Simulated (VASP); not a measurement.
Runs of VASP 6.6.1 on NaH. The structure is that of space group Fm-3m (No. 225), or close to it. The cells are those of the table. 

```csv
cell,gap on the mesh (eV),pressure (GPa)
"a = 3.249 Å, angles 60.0, 60.0, 90.0°, 2 atoms",4.65,(b)
"a = 3.502 Å, angles 60.0, 60.0, 90.0°, 2 atoms",4.24,(c)
"a = 3.390 Å, angles 60.0, 60.0, 90.0°, 2 atoms",4.41,-0.3
"a = 3.311 Å, angles 60.0, 60.0, 90.0°, 2 atoms",4.54,1.7
"a = 3.174 Å, angles 60.0, 60.0, 90.0°, 2 atoms",4.79,6.7
"a = 3.037 Å, angles 60.0, 60.0, 90.0°, 2 atoms",(d),14.6
"a = 3.115 Å, angles 60.0, 60.0, 90.0°, 2 atoms",4.90,(a)
```

Alike in all rows: task single point; level r2SCAN; potentials or basis VASP PAW PBE potentials, release 64 (Na_pv, H); no spin polarisation; k mesh 8 × 8 × 8; cutoff (eV) 520; smearing gaussian 0.01 eV.

**Question.** Estimate the missing entries.

**Answer.** (a) 9.9; (b) 3.5; (c) -2.2; (d) 5.07.

Caveats: the PAW data sets were made with another functional, which shifts forces and pressure a little.

A k mesh can miss the band edges.
